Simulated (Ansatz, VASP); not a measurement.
Two plane-wave programs on CuAu2

```
Cu Au
1.0
     0.00000    0.00000   -2.86204
    -2.86204    0.00000    0.00000
     1.43102    5.55055    1.43102
Cu Au
1 2
Direct
  0.66667 0.66667 0.33333
  0.01146 0.01146 0.02292
  0.32187 0.32187 0.64375
```

Alike in both runs: functional PBEsol; k mesh 14 × 14 × 14; occupations gaussian, width 0.1 eV; no spin polarisation.

Ansatz relaxed the structure, and its values are those at the end. VASP's run is a single point on that final structure, the one shown.

|  | VASP | Ansatz |
| --- | --- | --- |
| version | VASP 6.6.1 | Ansatz 0.2.0 |
| potentials or method | VASP PAW PBE potentials, release 64 (Cu, Au), cutoff 520 eV | scalar-relativistic, plane waves, PAW |
| valence electrons in the cell | 33 | 57 |

Ansatz gave:

```
gap on the k mesh at the Fermi level (eV) : none
pressure (GPa)                            : 0.0
rms of the force components (eV/Å)        : 0.001
```

**Question.** Estimate VASP's values.

**Answer.** gap on the k mesh at the Fermi level (eV): none; pressure (GPa): 0.0; rms of the force components (eV/Å): 0.009.

VASP's potentials were made for PBE, not for PBEsol. A gap of «none» marks a metal or a gap that the smearing closes. VASP's potentials hold 33 valence electrons a cell and Ansatz's 57, so a difference there can come from the potentials and not from the codes.

Neither program's run includes spin-orbit coupling.
